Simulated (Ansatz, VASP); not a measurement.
Two plane-wave programs on AlC3

```
Al C
1.0
     3.27491    0.00000    0.00000
     0.00000    3.27491    0.00000
     0.00000    0.00000    3.37115
Al C
1 3
Cartesian
  0.0000 0.0000 -0.0073
  0.0000 1.6375 1.6023
  1.6375 0.0000 1.6023
  1.6375 1.6375 0.1739
```

Alike in both runs: task single point; functional PBEsol; k mesh 12 × 12 × 12; occupations gaussian, width 0.1 eV; no spin polarisation.

```csv
,VASP,Ansatz
version,VASP 6.6.1,Ansatz 0.2.0
potentials or method,"VASP PAW PBE potentials, release 64 (Al, C), cutoff 520 eV","scalar-relativistic, plane waves, PAW"
valence electrons in the cell,15,15
```

VASP gave:

* gap on the k mesh at the Fermi level (eV): none
* pressure (GPa): -17.6
* traceless stress, the component that is largest in VASP (GPa): -4.46
* rms of the force components (eV/Å): 0.663

**Question.** Estimate Ansatz's values.

**Answer.** gap on the k mesh at the Fermi level (eV): none; pressure (GPa): -17.7; traceless stress, the component that is largest in VASP (GPa): -4.47; rms of the force components (eV/Å): 0.663.

VASP's potentials were made for PBE, not for PBEsol. Atom by atom the forces differ by 0.002 eV/Å (rms over components). A gap of «none» marks a metal or a gap that the smearing closes.
